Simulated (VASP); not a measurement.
Here is a VASP 6.6.1 calculation.

Contents of INCAR:

```
PREC = Accurate ; ENCUT = 520
EDIFF = 1E-7 ; ISMEAR = 0
SIGMA = 0.02 ; LREAL = Auto
LASPH = True ; NELM = 100
ALGO = Normal ; ISIF = 2
LWAVE = False ; LCHARG = True
GGA = PS ; LELF = True
LVHAR = True ; NBANDS = 48
```

Contents of KPOINTS:

```
regular mesh
0
Gamma
  2 2 2
```

The input POSCAR:

```
Si
1.0
    0.0000000000      5.4300000000      5.4300000000
    5.4300000000      0.0000000000      5.4300000000
    5.4300000000      5.4300000000      0.0000000000
Si
17
Direct
    0.0000947514     -0.0000483425     -0.0001126151
    0.1244395028      0.1245796501      0.1247803867
    0.0027639963      0.0032689687      0.4970212707
    0.1246430018      0.1247091160      0.6259949355
    0.0025709024      0.4968703499      0.0036806630
    0.1245465930      0.6260740331      0.1248152855
    0.0029847145      0.4969344383      0.4970127072
    0.1304249540      0.6231378453      0.6234325046
    0.4967316759      0.0029712707      0.0035718232
    0.6262313996      0.1245606814      0.1247704420
    0.4969465930      0.0032287293      0.4970174954
    0.6226276243      0.1315230203      0.6231928177
    0.4968638122      0.4968496317      0.0036558932
    0.6223712707      0.6226517495      0.1325626151
    0.4991792818      0.5002308471      0.5012210866
    0.6229161142      0.6230774401      0.6233840700
    0.7492231123      0.7502194291      0.7511531308
```

Potentials or basis: VASP PAW PBE potentials, release 64 (Si).

Run with:

```bash
$ cat potpaw_PBE.64/Si/POTCAR > POTCAR
$ mpirun -np 1 vasp_std > vasp.out
```

Question: What does it give for the largest force?

Answer: 0.029 eV/Å.

Question: Predict the band gap on the k mesh.

Answer: Zero (bands 34 and 35 overlap by 0.25 eV).

Forces on the atoms (eV/Å):
```
Si   0.002  0.001 -0.001
Si  -0.015 -0.015 -0.011
Si   0.002  0.003 -0.021
Si   0.013  0.017 -0.017
Si  -0.003 -0.017  0.005
Si   0.010 -0.017  0.017
Si   0.029  0.001 -0.001
Si  -0.009  0.012  0.009
Si  -0.018 -0.003  0.002
Si  -0.014  0.012  0.014
Si   0.002  0.020 -0.003
Si   0.006 -0.001  0.001
Si  -0.002 -0.005  0.017
Si  -0.003 -0.004  0.004
Si   0.003  0.001 -0.001
Si  -0.007 -0.007 -0.010
Si   0.004  0.001 -0.001
```

Caveat: the k points lie up to 0.50 Å⁻¹ apart; the PAW data sets were made with another functional, which shifts forces and pressure a little.
